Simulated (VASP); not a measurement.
# P in VASP: notebook, part 2 of 2

VASP 6.6.1. Earlier steps stand in the parts before.

### Step 3. Single point, PBEsol (atom 1 (P) moved +0.025 Å towards its neighbour atom 1 (P) at 3.284 Å)

Input file INCAR:

```
PREC = Accurate ; ENCUT = 520
EDIFF = 1E-6 ; ISMEAR = 0
SIGMA = 0.05 ; LREAL = F
LASPH = T ; NELM = 100
ALGO = Normal ; ISIF = 2
LWAVE = F ; LCHARG = F
GGA = PS ; NBANDS = 18
```

Input file KPOINTS:

```
regular mesh
0
Gamma
  8 1 6
```

Input file POSCAR:

```
P
1.0
    3.2843671017      0.0000000000      0.0000000000
    0.0000000000     34.8747470704      0.0000000000
    0.0000000000      0.0000000000      4.4369100789
P
4
Direct
   -0.0076118166      0.9696876236      0.5826201292
    0.0000000000      0.0303123764      0.4173798708
    0.5000000000      0.0303123764      0.0826201292
    0.5000000000      0.9696876236      0.9173798708
```

Potentials or basis: VASP PAW PBE potentials, release 64 (P).

Started as:

```console
> cat potpaw_PBE.64/P/POTCAR > POTCAR
> mpirun -np 1 vasp_std > vasp.out
```

OUTCAR:

```text
PREC = Accurate
   ENCUT = 520
   EDIFF = 1E-6
   ISMEAR = 0
   LREAL = F
   LASPH = T
   NELM = 100
   ISIF = 2
   GGA = PS

 ion  position               nearest neighbor table
   1  0.992  0.970  0.583-   4 2.20   4 2.23   2 2.24
   2  0.000  0.030  0.417-   3 2.21   3 2.21   1 2.24
   3  0.500  0.030  0.083-   2 2.21   2 2.21   4 2.24
   4  0.500  0.970  0.917-   1 2.20   1 2.23   3 2.24

  LATTYP: Found a simple orthorhombic cell.
 ALAT       =     3.2843671017
 B/A-ratio  =     1.3509178303
 C/A-ratio  =    10.6184071361

  Lattice vectors:

 A1 = (  -3.2843671017,   0.0000000000,   0.0000000000)
 A2 = (   0.0000000000,   0.0000000000,   4.4369100789)
 A3 = (   0.0000000000,  34.8747470704,   0.0000000000)

Analysis of symmetry for initial positions (statically):
=====================================================================
 Subroutine PRICEL returns:
 Original cell was already a primitive cell.

 Routine SETGRP: Setting up the symmetry group for a
 simple orthorhombic supercell.

 Subroutine GETGRP returns: Found  1 space group operations
 (whereof  1 operations were pure point group operations)
 out of a pool of  8 trial point group operations.

The static configuration has the point symmetry C_1 .

Analysis of symmetry for dynamics (positions and initial velocities):
=====================================================================
 Subroutine PRICEL returns:
 Original cell was already a primitive cell.

 Routine SETGRP: Setting up the symmetry group for a
 simple orthorhombic supercell.

 Subroutine GETGRP returns: Found  1 space group operations
 (whereof  1 operations were pure point group operations)
 out of a pool of  8 trial point group operations.

The dynamic configuration has the point symmetry C_1 .

 Subroutine INISYM returns: Found  1 space group operations
 (whereof  1 operations are pure point group operations),
 and found     1 'primitive' translations

----------------------------------------------------------------------------------------

                                     Primitive cell

  volume of cell :     508.2102

  direct lattice vectors                    reciprocal lattice vectors
     3.284367102  0.000000000  0.000000000     0.304472664  0.000000000  0.000000000
     0.000000000 34.874747070  0.000000000     0.000000000  0.028674043  0.000000000
     0.000000000  0.000000000  4.436910079     0.000000000  0.000000000  0.225382075

  length of vectors
     3.284367102 34.874747070  4.436910079     0.304472664  0.028674043  0.225382075

  position of ions in fractional coordinates (direct lattice)
     0.992388183  0.969687624  0.582620129
     0.000000000  0.030312376  0.417379871
     0.500000000  0.030312376  0.082620129
     0.500000000  0.969687624  0.917379871

  ion indices of the primitive-cell ions
   primitive index   ion index
                 1           1
                 2           2
                 3           3
                 4           4

----------------------------------------------------------------------------------------

 KPOINTS: regular mesh

Automatic generation of k-mesh.
 Grid dimensions read from file:
 generate k-points for:    8    1    6

 Generating k-lattice:

  Cartesian coordinates                     Fractional coordinates (reciprocal lattice)
     0.038059083  0.000000000  0.000000000     0.125000000  0.000000000  0.000000000
     0.000000000  0.028674043  0.000000000     0.000000000  1.000000000  0.000000000
     0.000000000  0.000000000  0.037563679     0.000000000  0.000000000  0.166666667

  Length of vectors
     0.038059083  0.028674043  0.037563679

  Shift w.r.t. Gamma in fractional coordinates (k-lattice)
     0.000000000  0.000000000  0.000000000

 Subroutine IBZKPT returns following result:
 ===========================================

 Found     26 irreducible k-points:

 Following reciprocal coordinates:
            Coordinates               Weight
  0.000000  0.000000  0.000000      1.000000
  0.125000  0.000000  0.000000      2.000000
  0.250000  0.000000  0.000000      2.000000
  0.375000  0.000000  0.000000      2.000000
  0.500000  0.000000  0.000000      1.000000
  0.000000  0.000000  0.166667      2.000000
[... 16 lines left out ...]
  0.125000  0.000000  0.500000      2.000000
  0.250000  0.000000  0.500000      2.000000
 [... further k-points ...]
   k-points           NKPTS =     26   k-points in BZ     NKDIM =     26   number of bands    NBANDS=     18
   number of dos      NEDOS =    301   number of ions     NIONS =      4
   total plane-waves  NPLWV = 233280
   dimension x,y,z NGX =    24 NGY =  270 NGZ =   36
   dimension x,y,z NGXF=    48 NGYF=  540 NGZF=   72
   ions per type =               4
   NGX,Y,Z   is equivalent  to a cutoff of  12.15, 12.87, 13.49 a.u.
   NGXF,Y,Z  is equivalent  to a cutoff of  24.30, 25.74, 26.98 a.u.
 SYSTEM =  unknown system
   PREC   = accura    normal or accurate (medium, high low for compatibility)
   ISTART =      0    job   : 0-new  1-cont  2-samecut
   ICHARG =      2    charge: 1-file 2-atom 10-const
   ISPIN  =      1    spin polarized calculation?
   LNONCOLLINEAR =      F non collinear calculations
   LSORBIT =      F    spin-orbit coupling
   LASPH  =      T    aspherical Exc in radial PAW
   ENCUT  =  520.0 eV  38.22 Ry    6.18 a.u.   6.11 64.84  8.25*2*pi/ulx,y,z
   NELM   =    100;   NELMIN=  2; NELMDL= -5     # of ELM steps
   EDIFF  = 0.1E-05   stopping-criterion for ELM
   LREAL  =      F    real-space projection
   EDIFFG = 0.1E-04   stopping-criterion for IOM
   NSW    =      0    number of steps for IOM
   IBRION =     -1    ionic relax: 0-MD 1-quasi-New 2-CG
   NFREE  =      0    steps in history (QN), initial steepest desc. (CG)
   ISIF   =      2    stress and relaxation
   ISYM   =      2    0-nonsym 1-usesym 2-fastsym
   POTIM  = 0.5000    time-step for ionic-motion
   TEBEG  =    0.0;   TEEND  =   0.0 temperature during run
   PSTRESS=    0.0 pullay stress
   NELECT =      20.0000    total number of electrons
   NUPDOWN=      -1.0000    fix difference up-down
   EMIN   =  10.00;   EMAX   =-10.00  energy-range for DOS
   EFERMI =   0.00;   METHOD = LEGACY
   ISMEAR =     0;   SIGMA  =   0.05  broadening in eV -4-tet -1-fermi 0-gaus
   EFERMI_NEDOS =   21; number of points for ismear=-14 and -15
   IALGO  =     38    algorithm
   IMIX   =      4    mixing-type and parameters
     AMIX     =   0.40;   BMIX     =  1.00
     AMIX_MAG =   1.60;   BMIX_MAG =  1.00
  volume/ion in A,a.u.               =     127.05       857.39
  Fermi-wavevector in a.u.,A,eV,Ry     =   0.556848  1.052291  4.218898  0.310080
  Thomas-Fermi vector in A             =   1.591191
   LORBIT       =      0    0 simple, 1 ext, 2 COOP (PROOUT), +10 PAW based schemes
   GGA     = PS    functional components
   LHFCALC =     F    Hartree Fock is set to
   AEXX    =    0.0000 exact exchange contribution
   IVDW    =     0    specifies the selected vdW correction
   LEPSILON=     F    determine dielectric tensor
   LRPA    =     F    only Hartree local field effects (RPA)
 non-spin polarized calculation
 Gauss-broadening in eV      SIGMA  =   0.05
  energy-cutoff  :      520.00
  volume of cell :      508.21
 maximum number of plane-waves:     13734
   NGX = 13   NGY =129   NGZ = 17

 number of electron      19.9999999 magnetization

 Free energy of the ion-electron system (eV)
  ---------------------------------------------------
  ext. energy  EPLUGINS =         0.00000000
  ---------------------------------------------------
  free energy    TOTEN  =       -22.83707006 eV

  energy without entropy =      -22.83707006  energy(sigma->0) =      -22.83707006

 E-fermi :  -3.0476     XC(G=0):  -1.8088

 val. band max:       -3.2949221558   @ k =   0.0000   0.0000   0.0000
 cond. band min:      -2.5785535755   @ k =   0.0000   0.0000   0.0000
 fundamental gap:      0.7163685802
 Fermi energy:        -3.0476013214

 k-point     1 :       0.0000    0.0000    0.0000
  band No.  band energies     occupation
      1     -18.5218      2.00000
      2     -15.8696      2.00000
      3     -12.3451      2.00000
      4      -9.1489      2.00000
      5      -8.0943      2.00000
      6      -7.8124      2.00000
[... 10 lines left out ...]
     17       1.6618      0.00000
     18       1.8144      0.00000
[... 463 lines left out ...]
 k-point    24 :       0.2500    0.0000    0.5000
  band No.  band energies     occupation
      1     -16.5759      2.00000
      2     -16.5630      2.00000
      3     -11.7952      2.00000
      4     -11.7419      2.00000
      5      -8.8751      2.00000
      6      -8.8476      2.00000
[... 10 lines left out ...]
     17       3.0745      0.00000
     18       3.1249      0.00000

 [... further k-points ...]
[... 5 lines left out ...]
  --------------------------------------------------------------------------------------
  -------------------------------------------------------------------------------------
  Total        0.0018408     -0.0953791     -0.0403269     -0.1066975      0.0012018     -0.3248961
  in kB        0.0058033     -0.3006909     -0.1271340     -0.3363734      0.0037888     -1.0242636
  external PRESSURE =      -0.1406738 kB  Pullay stress =       0.0000000 kB

 VOLUME and BASIS-vectors are now :
 -----------------------------------------------------------------------------
  energy-cutoff  :      520.00
  volume of cell :      508.21
      direct lattice vectors                 reciprocal lattice vectors
     3.284367102  0.000000000  0.000000000     0.304472664  0.000000000  0.000000000
     0.000000000 34.874747070  0.000000000     0.000000000  0.028674043  0.000000000
     0.000000000  0.000000000  4.436910079     0.000000000  0.000000000  0.225382075

 POSITION                                       TOTAL-FORCE (eV/Angst)
 -----------------------------------------------------------------------------------
      3.25937     33.81761      2.58503         0.284222      0.019062      0.000012
      0.00000      1.05714      1.85188        -0.027445     -0.019403     -0.009833
      1.64218      1.05714      0.36658        -0.023045     -0.018972      0.010415
      1.64218     33.81761      4.07033        -0.233731      0.019312     -0.000594
 -----------------------------------------------------------------------------------
    total drift:                                0.000007      0.000000     -0.000020

  FREE ENERGIE OF THE ION-ELECTRON SYSTEM (eV)
  ---------------------------------------------------
  free  energy   TOTEN  =       -22.8370700621 eV

  energy  without entropy=      -22.8370700621  energy(sigma->0) =      -22.83707006
```

OSZICAR:

```text
N       E                     dE             d eps       ncg     rms          rms(c)
DAV:   1     0.138289719820E+03    0.13829E+03   -0.55856E+03   936   0.727E+02
DAV:   2    -0.543478407517E+01   -0.14372E+03   -0.13423E+03  1588   0.130E+02
DAV:   3    -0.227178860712E+02   -0.17283E+02   -0.17213E+02  1276   0.559E+01
[... 13 lines left out ...]
DAV:  17    -0.228370195886E+02   -0.26840E-04   -0.58173E-07  1036   0.313E-03    0.247E-03
DAV:  18    -0.228370464780E+02   -0.26889E-04   -0.54106E-07   988   0.245E-03    0.354E-03
DAV:  19    -0.228370594925E+02   -0.13014E-04   -0.25178E-07  1038   0.145E-03    0.224E-03
DAV:  20    -0.228370670464E+02   -0.75539E-05   -0.25873E-07   982   0.151E-03    0.165E-03
DAV:  21    -0.228370692351E+02   -0.21887E-05   -0.41104E-08  1008   0.728E-04    0.494E-04
DAV:  22    -0.228370700621E+02   -0.82700E-06   -0.96269E-09   882   0.367E-04
   1 F= -.22837070E+02 E0= -.22837070E+02  d E =-.139090E-13
```

Run time: 5.4 min. Hardware: 1 thread of Intel Xeon Platinum 8488C (Sapphire Rapids), shared host; peak memory 0.57 GiB.

Results:

```yaml
Free_energy: -22.8371 eV
Largest_force: 0.285 eV/Å
Band_gap_on_the_k_mesh: 0.72 eV
```

Forces on the atoms (eV/Å):
```
P    0.284  0.019  0.000
P   -0.027 -0.019 -0.010
P   -0.023 -0.019  0.010
P   -0.234  0.019 -0.001
```

Caveat: the cell differs from its parent crystal (atom 1 (P) moved +0.025 Å towards its neighbour atom 1 (P) at 3.284 Å); there is no dipole correction, which matters where the two faces differ; semilocal functionals underestimate gaps, and a narrow one can read as zero; the PAW data sets were made with another functional, which shifts forces and pressure a little.
